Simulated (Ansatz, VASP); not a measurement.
CaO in VASP and in Ansatz

```xyz
2
Lattice="0.0000 2.4036 2.4036 2.4036 0.0000 2.4036 2.4036 2.4036 0.0000" Properties=species:S:1:pos:R:3 pbc="T T T"
Ca    0.0000    0.0000    0.0000
O     2.4036    2.4036    2.4036
```

Alike in both runs: functional LDA; k mesh 10 × 10 × 10; occupations fermi-dirac, width 0.05 eV; no spin polarisation.

|  | VASP | Ansatz |
| --- | --- | --- |
| version | VASP 6.6.1 | Ansatz 0.2.0 |
| potentials or method | VASP PAW LDA potentials, release 64 (Ca_sv, O), cutoff 520 eV | all-electron LAPW, scalar-relativistic |
| task | single point | band structure |

VASP gave:

* gap on the k mesh at the Fermi level (eV): 3.46
* least direct gap on the mesh (eV): 3.84
* pressure (GPa): -6.3

Q: Estimate Ansatz's values.

A: gap on the k mesh at the Fermi level (eV): 3.48; least direct gap on the mesh (eV): 3.86; pressure (GPa): -7.0.

LDA's correlation is that of Perdew and Zunger in VASP and of Perdew and Wang (1992) in Ansatz. Ansatz ran all-electron here, and VASP with PAW potentials.
